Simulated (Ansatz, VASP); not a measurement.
Two plane-wave programs on CeC

```xyz
2
Lattice="0.0000 2.5961 2.5961 2.5961 0.0000 2.5961 2.5961 2.5961 0.0000" Properties=species:S:1:pos:R:3 pbc="T T T"
Ce    0.0000    0.0000    0.0000
C     2.5961    2.5961    2.5961
```

Alike in both runs: task electric field gradients; functional PBE; k mesh 12 × 12 × 12; occupations fermi-dirac, width 0.03 eV; no spin polarisation.

|  | VASP | Ansatz |
| --- | --- | --- |
| version | VASP 6.6.1 | Ansatz 0.2.0 |
| potentials or method | VASP PAW PBE potentials, release 64 (Ce, C) | PAW with Ansatz's default frozen-core files, scalar-relativistic |
| plane-wave cutoff (eV) | 520 | 420 |
| valence electrons in the cell | 16 | 16 |

|  | VASP | Ansatz | Ansatz less VASP |
| --- | --- | --- | --- |
| pressure (GPa) | 0.0 | 0.1 | +0.05 |

Neither program's run includes spin-orbit coupling.
